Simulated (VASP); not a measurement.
# Ti (P6_3/mmc) in VASP: settings compared, part 2 of 3

VASP 6.6.1. The steps go on from the part before.

## Step 3: Single point, b88 exchange, pbe correlation (16.22 Å³/atom)

This run uses another cell than the first one, of 16.22 Å³/atom.

File INCAR:

```
SYSTEM = Ti
ALGO = Normal
EDIFF = 1E-6
ENCUT = 500
GGA = LIBXC
GGA_COMPAT = .False.
ISIF = 2
ISMEAR = 1
LASPH = .True.
LCHARG = .True.
LELF = .True.
LIBXC1 = GGA_X_B88
LIBXC2 = GGA_C_PBE
LREAL = .False.
LVHAR = .True.
LWAVE = .False.
NBANDS = 19
NELM = 120
PREC = Accurate
SIGMA = 0.15
```

File KPOINTS:

```
k-points
0
Gamma
  11 11 6
  0 0 0
```

File POSCAR:

```
Ti
1.0
    2.8691370400      0.0000000000      0.0000000000
   -1.4345685200      2.4847455636      0.0000000000
    0.0000000000      0.0000000000      4.5517157100
Ti
2
Direct
    0.6666666667      0.3333333333      0.7500000000
    0.3333333333      0.6666666667      0.2500000000
```

Potentials or basis: VASP PAW PBE potentials, release 64 (Ti_sv).

Launch:

```sh
$ cat potpaw_PBE.64/Ti_sv/POTCAR > POTCAR
$ mpirun -np 1 vasp_std > vasp.out
```

OUTCAR:

```text
SYSTEM = Ti
   EDIFF = 1E-6
   ENCUT = 500
   GGA = LIBXC
   ISIF = 2
   ISMEAR = 1
   LASPH = .True.
   LREAL = .False.
   NELM = 120
   PREC = Accurate

 ion  position               nearest neighbor table
   1  0.667  0.333  0.750-   2 2.81   2 2.81   2 2.81   2 2.81   2 2.81   2 2.81
   2  0.333  0.667  0.250-   1 2.81   1 2.81   1 2.81   1 2.81   1 2.81   1 2.81

  LATTYP: Found a hexagonal cell.
 ALAT       =     2.8691370400
 C/A-ratio  =     1.5864406776

  Lattice vectors:

 A1 = (   2.8691370400,   0.0000000000,   0.0000000000)
 A2 = (  -1.4345685200,   2.4847455636,   0.0000000000)
 A3 = (   0.0000000000,   0.0000000000,   4.5517157100)

Analysis of symmetry for initial positions (statically):
=====================================================================
 Subroutine PRICEL returns:
 Original cell was already a primitive cell.

 Routine SETGRP: Setting up the symmetry group for a
 hexagonal supercell.

 Subroutine GETGRP returns: Found 24 space group operations
 (whereof 12 operations were pure point group operations)
 out of a pool of 24 trial point group operations.

The static configuration has the point symmetry D_3d.
 The point group associated with its full space group is D_6h.

Analysis of symmetry for dynamics (positions and initial velocities):
=====================================================================
 Subroutine PRICEL returns:
 Original cell was already a primitive cell.

 Routine SETGRP: Setting up the symmetry group for a
 hexagonal supercell.

 Subroutine GETGRP returns: Found 24 space group operations
 (whereof 12 operations were pure point group operations)
 out of a pool of 24 trial point group operations.

The dynamic configuration has the point symmetry D_3d.
 The point group associated with its full space group is D_6h.

 Subroutine INISYM returns: Found 24 space group operations
 (whereof 12 operations are pure point group operations),
 and found     1 'primitive' translations

----------------------------------------------------------------------------------------

                                     Primitive cell

  volume of cell :      32.4495

  direct lattice vectors                    reciprocal lattice vectors
     2.869137040  0.000000000  0.000000000     0.348536855  0.201227847  0.000000000
    -1.434568520  2.484745564  0.000000000     0.000000000  0.402455694  0.000000000
     0.000000000  0.000000000  4.551715710     0.000000000  0.000000000  0.219697376

  length of vectors
     2.869137040  2.869137040  4.551715710     0.402455694  0.402455694  0.219697376

  position of ions in fractional coordinates (direct lattice)
     0.666666667  0.333333333  0.750000000
     0.333333333  0.666666667  0.250000000

  ion indices of the primitive-cell ions
   primitive index   ion index
                 1           1
                 2           2

----------------------------------------------------------------------------------------

 KPOINTS: k-points

Automatic generation of k-mesh.
 Grid dimensions read from file:
 generate k-points for:   11   11    6

 Generating k-lattice:

  Cartesian coordinates                     Fractional coordinates (reciprocal lattice)
     0.031685169  0.018293441  0.000000000     0.090909091  0.000000000  0.000000000
     0.000000000  0.036586881  0.000000000     0.000000000  0.090909091  0.000000000
     0.000000000  0.000000000  0.036616229     0.000000000  0.000000000  0.166666667

  Length of vectors
     0.036586881  0.036586881  0.036616229

  Shift w.r.t. Gamma in fractional coordinates (k-lattice)
     0.000000000  0.000000000  0.000000000

 Subroutine IBZKPT returns following result:
 ===========================================

 Found     64 irreducible k-points:

 Following reciprocal coordinates:
            Coordinates               Weight
  0.000000  0.000000  0.000000      1.000000
  0.090909 -0.000000  0.000000      6.000000
  0.181818  0.000000  0.000000      6.000000
  0.272727  0.000000  0.000000      6.000000
  0.363636 -0.000000  0.000000      6.000000
  0.454545  0.000000  0.000000      6.000000
[... 16 lines left out ...]
  0.090909  0.090909  0.166667     12.000000
  0.181818  0.090909  0.166667     24.000000
 [... further k-points ...]
   k-points           NKPTS =     64   k-points in BZ     NKDIM =     64   number of bands    NBANDS=     19
   number of dos      NEDOS =    301   number of ions     NIONS =      2
   total plane-waves  NPLWV =  20736
   dimension x,y,z NGX =    24 NGY =   24 NGZ =   36
   dimension x,y,z NGXF=    48 NGYF=   48 NGZF=   72
   ions per type =               2
   NGX,Y,Z   is equivalent  to a cutoff of  13.91, 13.91, 13.15 a.u.
   NGXF,Y,Z  is equivalent  to a cutoff of  27.81, 27.81, 26.30 a.u.
 SYSTEM =  Ti
   PREC   = accura    normal or accurate (medium, high low for compatibility)
   ISTART =      0    job   : 0-new  1-cont  2-samecut
   ICHARG =      2    charge: 1-file 2-atom 10-const
   ISPIN  =      1    spin polarized calculation?
   LNONCOLLINEAR =      F non collinear calculations
   LSORBIT =      F    spin-orbit coupling
   LASPH  =      T    aspherical Exc in radial PAW
   ENCUT  =  500.0 eV  36.75 Ry    6.06 a.u.   5.23  5.23  8.30*2*pi/ulx,y,z
   NELM   =    120;   NELMIN=  2; NELMDL= -5     # of ELM steps
   EDIFF  = 0.1E-05   stopping-criterion for ELM
   LREAL  =      F    real-space projection
   EDIFFG = 0.1E-04   stopping-criterion for IOM
   NSW    =      0    number of steps for IOM
   IBRION =     -1    ionic relax: 0-MD 1-quasi-New 2-CG
   NFREE  =      0    steps in history (QN), initial steepest desc. (CG)
   ISIF   =      2    stress and relaxation
   ISYM   =      2    0-nonsym 1-usesym 2-fastsym
   POTIM  = 0.5000    time-step for ionic-motion
   TEBEG  =    0.0;   TEEND  =   0.0 temperature during run
   PSTRESS=    0.0 pullay stress
   NELECT =      24.0000    total number of electrons
   NUPDOWN=      -1.0000    fix difference up-down
   EMIN   =  10.00;   EMAX   =-10.00  energy-range for DOS
   EFERMI =   0.00;   METHOD = LEGACY
   ISMEAR =     1;   SIGMA  =   0.15  broadening in eV -4-tet -1-fermi 0-gaus
   EFERMI_NEDOS =   21; number of points for ismear=-14 and -15
   IALGO  =     38    algorithm
   IMIX   =      4    mixing-type and parameters
     AMIX     =   0.40;   BMIX     =  1.00
     AMIX_MAG =   1.60;   BMIX_MAG =  1.00
  volume/ion in A,a.u.               =      16.22       109.49
  Fermi-wavevector in a.u.,A,eV,Ry     =   1.480502  2.797744 29.822440  2.191887
  Thomas-Fermi vector in A             =   2.594529
   LORBIT       =      0    0 simple, 1 ext, 2 COOP (PROOUT), +10 PAW based schemes
   GGA     = LIBXC    functional components
   LHFCALC =     F    Hartree Fock is set to
   AEXX    =    0.0000 exact exchange contribution
   IVDW    =     0    specifies the selected vdW correction
   LEPSILON=     F    determine dielectric tensor
   LRPA    =     F    only Hartree local field effects (RPA)
 non-spin polarized calculation
 Methfessel and Paxton  Order N= 1 SIGMA  =   0.15
  energy-cutoff  :      500.00
  volume of cell :       32.45
 maximum number of plane-waves:       836
 NGX is ok and might be reduce to    24
   NGX = 11   NGY = 11   NGZ = 17

 number of electron      24.0000004 magnetization

 Free energy of the ion-electron system (eV)
  ---------------------------------------------------
  ext. energy  EPLUGINS =         0.00000000
  ---------------------------------------------------
  free energy    TOTEN  =       -15.40015884 eV

  energy without entropy =      -15.40172104  energy(sigma->0) =      -15.40067957

 E-fermi :   9.0625     XC(G=0): -11.8373

 val. band max:        9.0547743473   @ k =   0.1818   0.0000   0.3333
 cond. band min:       9.0734664025   @ k =   0.0909   0.0909   0.1667
 fundamental gap:      0.0186920553
 Fermi energy:         9.0625135293

 k-point     1 :       0.0000    0.0000    0.0000
  band No.  band energies     occupation
      1     -47.6909      2.00000
      2     -47.5118      2.00000
      3     -24.3856      2.00000
      4     -23.5913      2.00000
      5     -23.5913      2.00000
      6     -23.5088      2.00000
[... 11 lines left out ...]
     18      10.7857     -0.00000
     19      12.4497      0.00000

 k-point     2 :       0.0909   -0.0000    0.0000
  band No.  band energies     occupation
      1     -47.6802      2.00000
      2     -47.5076      2.00000
      3     -24.3631      2.00000
      4     -23.6379      2.00000
      5     -23.6067      2.00000
      6     -23.5182      2.00000
[... 476 lines left out ...]
 k-point    24 :       0.1818    0.0909    0.1667
  band No.  band energies     occupation
      1     -47.6160      2.00000
      2     -47.4979      2.00000
      3     -24.2173      2.00000
      4     -23.8333      2.00000
      5     -23.7956      2.00000
      6     -23.6704      2.00000
[... 11 lines left out ...]
     18      11.5176     -0.00000
     19      12.6565      0.00000

 [... further k-points ...]
[... 5 lines left out ...]
  --------------------------------------------------------------------------------------
  -------------------------------------------------------------------------------------
  Total        1.6242005      1.6242005      1.5773517      0.0000000     -0.0000000      0.0000000
  in kB       80.1939979     80.1939979     77.8808648      0.0000000     -0.0000000      0.0000000
  external PRESSURE =      79.4229536 kB  Pullay stress =       0.0000000 kB

 VOLUME and BASIS-vectors are now :
 -----------------------------------------------------------------------------
  energy-cutoff  :      500.00
  volume of cell :       32.45
      direct lattice vectors                 reciprocal lattice vectors
     2.869137040  0.000000000  0.000000000     0.348536855  0.201227847  0.000000000
    -1.434568520  2.484745564  0.000000000     0.000000000  0.402455694  0.000000000
     0.000000000  0.000000000  4.551715710     0.000000000  0.000000000  0.219697376

 POSITION                                       TOTAL-FORCE (eV/Angst)
 -----------------------------------------------------------------------------------
      1.43457      0.82825      3.41379        -0.000000      0.000000      0.000000
     -0.00000      1.65650      1.13793         0.000000     -0.000000      0.000000
 -----------------------------------------------------------------------------------
    total drift:                               -0.000000      0.000000     -0.000000

  FREE ENERGIE OF THE ION-ELECTRON SYSTEM (eV)
  ---------------------------------------------------
  free  energy   TOTEN  =       -15.4001588420 eV

  energy  without entropy=      -15.4017210377  energy(sigma->0) =      -15.40067957
```

stdout:

```text
POSCAR found type information on POSCAR Ti
 POSCAR found :  1 types and       2 ions
 scaLAPACK will be used
 -----------------------------------------------------------------------------
|                                                                             |
|                                                                             |
|     You enforced a specific xc type in the INCAR file but a different       |
|     I HOPE YOU KNOW WHAT YOU ARE DOING!                                     |
|                                                                             |
 -----------------------------------------------------------------------------

 LDA part: xc-table for (None,None), standard interpolation
 POSCAR, INCAR and KPOINTS ok, starting setup
 FFT: planning ... GRIDC
 FFT: planning ... GRID_SOFT
 FFT: planning ... GRID
 WAVECAR not read
 entering main loop
```

Wall time 24 s (1 thread of AMD EPYC 9R45 (Zen 5), shared host); peak memory 0.14 GiB.

Results:

| Item | Value |
| --- | --- |
| Free energy | -15.4002 eV |
| Pressure | 7.9 GPa |
| Band gap on the k mesh | zero (bands 12 and 13 overlap by 1.00 eV) |

Stress tensor (GPa, compression positive):
```
8.02 0.00 0.00
0.00 8.02 0.00
0.00 0.00 7.79
```

Levels at points of the mesh, in eV from the Fermi level:
```
           k point  band 9  band 10  band 11  band 12  band 13  band 14  band 15  band 16
(0.00, 0.00, 0.00)   -6.35    -2.88     0.78     0.78     0.89     0.97     1.33     1.33
(0.00, 0.00, 0.50)   -4.41    -4.41     0.05     0.05     0.69     0.69     0.69     0.69
```

Caveat: the cell stands under pressure; the PAW data sets were made with another functional, which shifts forces and pressure a little.

[end of part 2 of 3]
